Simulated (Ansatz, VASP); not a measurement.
# Two plane-wave programs on PtS2

```xyz
3
Lattice="3.5690 0.0000 0.0000 -1.7845 3.0908 0.0000 0.0000 0.0000 5.1464" Properties=species:S:1:pos:R:3 pbc="T T T"
Pt    0.0000    0.0000    0.0000
S     0.0000    2.0605    1.2185
S     1.7845    1.0303    3.9279
```

Change from the starting cell: hydrostatic strain +0.5%.

Alike in both runs: task single point; functional HSE06; k mesh 6 × 6 × 4; no spin polarisation.

|  | VASP | Ansatz |
| --- | --- | --- |
| version | VASP 6.6.1 | Ansatz 0.2.0 |
| potentials or method | VASP PAW PBE potentials, release 64 (Pt, S) | plane waves, PAW |
| plane-wave cutoff (eV) | 520 | 420 |
| occupations | gaussian, width 0.01 eV | fixed |
| valence electrons in the cell | 22 | 30 |

Ansatz gave:

* gap on the k mesh at the Fermi level (eV): 1.44
* pressure (GPa): -1.9
* traceless stress, the component that is largest in VASP (GPa): 1.53
* rms of the force components (eV/Å): 0.178

Q: Estimate VASP's values.

A: gap on the k mesh at the Fermi level (eV): 1.42; pressure (GPa): -2.3; traceless stress, the component that is largest in VASP (GPa): 1.63; rms of the force components (eV/Å): 0.192.

Atom by atom the forces differ by 0.015 eV/Å (rms over components). VASP's potentials hold 22 valence electrons a cell and Ansatz's 30, so a difference there can come from the potentials and not from the codes. Ansatz's warnings: stress exchange threshold loose, stress scf threshold loose.

Spin-orbit coupling is off throughout.
